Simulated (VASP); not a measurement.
# W (I4/mmm) in VASP: further runs

Runs on W. Level: r2SCAN. Tasks: single point.

All numbers are computed with VASP 6.6.1; they aren't measurements. Logs are shortened: lines on timing, memory, paths and dates and some standing lists are left out, and cuts for length are marked.

## 1. The cell of the first run

It takes space group I4/mmm (No. 139, tetragonal). The conventional cell has a = 3.195 Å, b = 3.195 Å, c = 3.322 Å, α = 90.00°, β = 90.00°, γ = 90.00°. W (site symmetry 4/mmm) has 14 W at 2.80 to 3.32 Å within 3.7 Å.

## 2. Single point, r2SCAN (strain +0.000 along x and y, +0.040 along z)

File POSCAR:

```
W
1.0
   -1.5973000000      1.5973000000      1.6611920000
    1.5973000000     -1.5973000000      1.6611920000
    1.5973000000      1.5973000000     -1.6611920000
W
1
Direct
    0.0000000000      0.0000000000      0.0000000000
```

File INCAR.step1:

```
  PREC = Accurate
  ENCUT = 520
  ISMEAR = 0
  SIGMA = 0.15
  LREAL = F
  LASPH = T
  NELM = 100
  NBANDS = 13
  GGA = PE
  ALGO = Normal
  EDIFF = 1E-4
  LWAVE = T
  LCHARG = F
```

File INCAR.step2:

```
  PREC = Accurate
  ENCUT = 520
  EDIFF = 1E-7
  ISMEAR = 0
  SIGMA = 0.15
  LREAL = F
  LASPH = T
  NELM = 100
  ALGO = Normal
  ISIF = 2
  LWAVE = F
  LCHARG = T
  METAGGA = R2SCAN
  LMIXTAU = T
  LELF = T
  LVHAR = T
  NBANDS = 13
  ISTART = 1
```

File KPOINTS:

```
Automatic mesh
0
Gamma
  14 14 14
```

Potentials or basis: VASP PAW PBE potentials, release 64 (W_sv).

Command:

```sh
cat potpaw_PBE.64/W_sv/POTCAR > POTCAR
cp INCAR.step1 INCAR
mpirun -np 1 vasp_std > vasp.out
cp INCAR.step2 INCAR
mpirun -np 1 vasp_std > vasp.out
```

OUTCAR:

```text
PREC = Accurate
   ENCUT = 520
   EDIFF = 1E-7
   ISMEAR = 0
   LREAL = F
   LASPH = T
   NELM = 100
   ISIF = 2
   METAGGA = R2SCAN
   ISTART = 1

 ion  position               nearest neighbor table
   1  0.000  0.000  0.000-

  LATTYP: Found a body centered tetragonal cell.
 ALAT       =     3.1946000000
 C/A-ratio  =     1.0400000000

  Lattice vectors:

 A1 = (  -1.5973000000,   1.5973000000,   1.6611920000)
 A2 = (   1.5973000000,  -1.5973000000,   1.6611920000)
 A3 = (   1.5973000000,   1.5973000000,  -1.6611920000)

Analysis of symmetry for initial positions (statically):
=====================================================================
 Subroutine PRICEL returns:
 Original cell was already a primitive cell.

 Routine SETGRP: Setting up the symmetry group for a
 body centered tetragonal supercell.

 Subroutine GETGRP returns: Found 16 space group operations
 (whereof 16 operations were pure point group operations)
 out of a pool of 16 trial point group operations.

The static configuration has the point symmetry D_4h.

Analysis of symmetry for dynamics (positions and initial velocities):
=====================================================================
 Subroutine PRICEL returns:
 Original cell was already a primitive cell.

 Routine SETGRP: Setting up the symmetry group for a
 body centered tetragonal supercell.

 Subroutine GETGRP returns: Found 16 space group operations
 (whereof 16 operations were pure point group operations)
 out of a pool of 16 trial point group operations.

The dynamic configuration has the point symmetry D_4h.

 Subroutine INISYM returns: Found 16 space group operations
 (whereof 16 operations are pure point group operations),
 and found     1 'primitive' translations

----------------------------------------------------------------------------------------

                                     Primitive cell

  volume of cell :      16.9532

  direct lattice vectors                    reciprocal lattice vectors
    -1.597300000  1.597300000  1.661192000     0.000000000  0.313028235  0.300988688
     1.597300000 -1.597300000  1.661192000     0.313028235  0.000000000  0.300988688
     1.597300000  1.597300000 -1.661192000     0.313028235  0.313028235  0.000000000

  length of vectors
     2.803978146  2.803978146  2.803978146     0.434258985  0.434258985  0.442688776

  position of ions in fractional coordinates (direct lattice)
     0.000000000  0.000000000  0.000000000

  ion indices of the primitive-cell ions
   primitive index   ion index
                 1           1

----------------------------------------------------------------------------------------

 KPOINTS: Automatic mesh

Automatic generation of k-mesh.
 Grid dimensions read from file:
 generate k-points for:   14   14   14

 Generating k-lattice:

  Cartesian coordinates                     Fractional coordinates (reciprocal lattice)
     0.000000000  0.022359160  0.021499192     0.071428571  0.000000000 -0.000000000
     0.022359160  0.000000000  0.021499192     0.000000000  0.071428571 -0.000000000
     0.022359160  0.022359160  0.000000000     0.000000000  0.000000000  0.071428571

  Length of vectors
     0.031018499  0.031018499  0.031620627

  Shift w.r.t. Gamma in fractional coordinates (k-lattice)
     0.000000000  0.000000000  0.000000000

 Subroutine IBZKPT returns following result:
 ===========================================

 Found    244 irreducible k-points:

 Following reciprocal coordinates:
            Coordinates               Weight
  0.000000  0.000000  0.000000      1.000000
  0.071429  0.000000 -0.000000      8.000000
  0.142857  0.000000 -0.000000      8.000000
  0.214286  0.000000 -0.000000      8.000000
  0.285714  0.000000 -0.000000      8.000000
  0.357143  0.000000 -0.000000      8.000000
[... 16 lines left out ...]
  0.214286  0.142857  0.000000     16.000000
  0.285714  0.142857 -0.000000     16.000000
 [... further k-points ...]
   k-points           NKPTS =    244   k-points in BZ     NKDIM =    244   number of bands    NBANDS=     13
   number of dos      NEDOS =    301   number of ions     NIONS =      1
   total plane-waves  NPLWV =  13824
   dimension x,y,z NGX =    24 NGY =   24 NGZ =   24
   dimension x,y,z NGXF=    48 NGYF=   48 NGZF=   48
   ions per type =               1
   NGX,Y,Z   is equivalent  to a cutoff of  14.23, 14.23, 14.23 a.u.
   NGXF,Y,Z  is equivalent  to a cutoff of  28.46, 28.46, 28.46 a.u.
 SYSTEM =  unknown system
   PREC   = accura    normal or accurate (medium, high low for compatibility)
   ISTART =      1    job   : 0-new  1-cont  2-samecut
   ICHARG =      0    charge: 1-file 2-atom 10-const
   ISPIN  =      1    spin polarized calculation?
   LNONCOLLINEAR =      F non collinear calculations
   LSORBIT =      F    spin-orbit coupling
   LASPH  =      T    aspherical Exc in radial PAW
   ENCUT  =  520.0 eV  38.22 Ry    6.18 a.u.   5.21  5.21  5.21*2*pi/ulx,y,z
   NELM   =    100;   NELMIN=  2; NELMDL=  0     # of ELM steps
   EDIFF  = 0.1E-06   stopping-criterion for ELM
   LREAL  =      F    real-space projection
   EDIFFG = 0.1E-05   stopping-criterion for IOM
   NSW    =      0    number of steps for IOM
   IBRION =     -1    ionic relax: 0-MD 1-quasi-New 2-CG
   NFREE  =      0    steps in history (QN), initial steepest desc. (CG)
   ISIF   =      2    stress and relaxation
   ISYM   =      2    0-nonsym 1-usesym 2-fastsym
   POTIM  = 0.5000    time-step for ionic-motion
   TEBEG  =    0.0;   TEEND  =   0.0 temperature during run
   PSTRESS=    0.0 pullay stress
   NELECT =      14.0000    total number of electrons
   NUPDOWN=      -1.0000    fix difference up-down
   EMIN   =  10.00;   EMAX   =-10.00  energy-range for DOS
   EFERMI =   0.00;   METHOD = LEGACY
   ISMEAR =     0;   SIGMA  =   0.15  broadening in eV -4-tet -1-fermi 0-gaus
   EFERMI_NEDOS =   21; number of points for ismear=-14 and -15
   IALGO  =     38    algorithm
   IMIX   =      4    mixing-type and parameters
     AMIX     =   0.40;   BMIX     =  1.00
     AMIX_MAG =   1.60;   BMIX_MAG =  1.00
  volume/ion in A,a.u.               =      16.95       114.41
  Fermi-wavevector in a.u.,A,eV,Ry     =   1.535913  2.902454 32.096528  2.359028
  Thomas-Fermi vector in A             =   2.642635
   LORBIT       =      0    0 simple, 1 ext, 2 COOP (PROOUT), +10 PAW based schemes
   METAGGA = R2SCAN    functional components
   LHFCALC =     F    Hartree Fock is set to
   AEXX    =    0.0000 exact exchange contribution
   IVDW    =     0    specifies the selected vdW correction
   LEPSILON=     F    determine dielectric tensor
   LRPA    =     F    only Hartree local field effects (RPA)
 non-spin polarized calculation
 Gauss-broadening in eV      SIGMA  =   0.15
  energy-cutoff  :      520.00
  volume of cell :       16.95
 maximum number of plane-waves:       474
 NGX is ok and might be reduce to    24
   NGX = 11   NGY = 11   NGZ = 11

 number of electron      14.0000000 magnetization

 Free energy of the ion-electron system (eV)
  ---------------------------------------------------
  ext. energy  EPLUGINS =         0.00000000
  ---------------------------------------------------
  free energy    TOTEN  =       -51.28106185 eV

  energy without entropy =      -51.27579911  energy(sigma->0) =      -51.27843048

 E-fermi :  10.3659     XC(G=0): -14.5298

 val. band max:       10.3624060496   @ k =  -0.2857   0.2857   0.2857
 cond. band min:      10.4017192361   @ k =  -0.3571   0.5000   0.2857
 fundamental gap:      0.0393131865
 Fermi energy:        10.3658656523

 k-point     1 :       0.0000    0.0000    0.0000
  band No.  band energies     occupation
      1     -65.8733      2.00000
      2     -28.8358      2.00000
      3     -28.8229      2.00000
      4     -28.8229      2.00000
      5       0.5969      2.00000
      6       9.0145      2.00000
      7       9.0145      2.00000
      8       9.5137      2.00000
      9      12.4011      0.00000
     10      13.0535      0.00000
     11      24.9581      0.00000
     12      25.7211      0.00000
     13      25.7211      0.00000

 k-point     2 :       0.0714    0.0000   -0.0000
  band No.  band energies     occupation
      1     -65.8679      2.00000
      2     -28.8882      2.00000
      3     -28.8406      2.00000
      4     -28.8287      2.00000
      5       0.8314      2.00000
      6       8.9871      2.00000
      7       9.0125      2.00000
      8       9.6031      2.00000
      9      12.2427      0.00000
     10      12.9888      0.00000
     11      25.3136      0.00000
     12      26.0696      0.00000
     13      26.1181      0.00000

 k-point     3 :       0.1429    0.0000   -0.0000
  band No.  band energies     occupation
      1     -65.8525      2.00000
      2     -29.0490      2.00000
      3     -28.8897      2.00000
      4     -28.8287      2.00000
      5       1.4950      2.00000
      6       8.7433      2.00000
      7       8.8508      2.00000
      8      10.1702      1.93497
      9      11.9252      0.00000
     10      12.9151      0.00000
     11      25.8513      0.00000
     12      26.9765      0.00000
     13      27.2544      0.00000
[... 305 lines left out ...]
 k-point    23 :       0.2143    0.1429    0.0000
  band No.  band energies     occupation
      1     -65.7967      2.00000
      2     -29.5509      2.00000
      3     -29.0685      2.00000
      4     -28.8826      2.00000
      5       3.9959      2.00000
      6       7.6985      2.00000
      7       8.0705      2.00000
      8      11.7007      0.00000
      9      13.0365      0.00000
     10      13.6366      0.00000
     11      24.3218      0.00000
     12      26.6192      0.00000
     13      29.4225      0.00000

 k-point    24 :       0.2857    0.1429   -0.0000
  band No.  band energies     occupation
      1     -65.7764      2.00000
      2     -29.7120      2.00000
      3     -29.1591      2.00000
      4     -28.8896      2.00000
      5       4.6791      2.00000
      6       7.4351      2.00000
      7       8.2690      2.00000
      8      12.0521      0.00000
      9      13.1371      0.00000
     10      15.1776      0.00000
     11      22.6033      0.00000
     12      25.0473      0.00000
     13      28.1426      0.00000

 [... further k-points ...]

------------------------ aborting loop because EDIFF is reached ----------------------------------------

  FORCE on cell =-STRESS in cart. coord.  units (eV):
  Direction    XX          YY          ZZ          XY          YZ          ZX
  --------------------------------------------------------------------------------------
  -------------------------------------------------------------------------------------
  Total       -1.3802900     -1.3802900     -2.5154544      0.0000000      0.0000000     -0.0000000
  in kB     -130.4452030   -130.4452030   -237.7246560      0.0000000      0.0000000     -0.0000000
  external PRESSURE =    -166.2050207 kB  Pullay stress =       0.0000000 kB

 VOLUME and BASIS-vectors are now :
 -----------------------------------------------------------------------------
  energy-cutoff  :      520.00
  volume of cell :       16.95
      direct lattice vectors                 reciprocal lattice vectors
    -1.597300000  1.597300000  1.661192000     0.000000000  0.313028235  0.300988688
     1.597300000 -1.597300000  1.661192000     0.313028235  0.000000000  0.300988688
     1.597300000  1.597300000 -1.661192000     0.313028235  0.313028235  0.000000000

 POSITION                                       TOTAL-FORCE (eV/Angst)
 -----------------------------------------------------------------------------------
      0.00000      0.00000      0.00000         0.000000     -0.000000     -0.000000
 -----------------------------------------------------------------------------------
    total drift:                                0.000000      0.000000      0.000000

  FREE ENERGIE OF THE ION-ELECTRON SYSTEM (eV)
  ---------------------------------------------------
  free  energy   TOTEN  =       -51.2810618540 eV

  energy  without entropy=      -51.2757991091  energy(sigma->0) =      -51.27843048
```

Wall time 2 min (1 thread of Intel Xeon Platinum 8375C at 2.90GHz (Ice Lake), shared host); peak memory 0.18 GiB.

What came out:

- Free energy: -51.2811 eV
- Pressure: -16.6 GPa
- Band gap on the k mesh: zero (band 7 reaches 15.10 eV, above the bottom of band 8 at 9.43 eV)

Levels at points of the mesh, in eV from the Fermi level:
| k point | band 4 | band 5 | band 6 | band 7 | band 8 | band 9 | band 10 | band 11 |
| --- | --- | --- | --- | --- | --- | --- | --- | --- |
| (0.00, 0.00, 0.00) | -39.19 | -9.77 | -1.35 | -1.35 | -0.85 | 2.04 | 2.69 | 14.59 |
| (0.50, 0.00, 0.00) | -39.19 | -6.15 | -3.27 | 0.20 | 1.87 | 3.15 | 5.67 | 10.45 |
| (0.50, 0.50, 0.00) | -39.22 | -6.12 | -3.79 | 0.50 | 2.62 | 3.36 | 5.78 | 10.76 |
| (0.50, 0.50, 0.50) | -39.93 | -5.55 | -5.44 | 4.74 | 4.88 | 4.88 | 7.25 | 8.36 |

Caveat: the cell differs from its parent crystal (strain +0.000 along x and y, +0.040 along z); the PAW data sets were made with another functional, which shifts forces and pressure a little; spin-orbit coupling is left out, which moves the levels of the heavy elements.

(Part 1 of 2 ends here.)
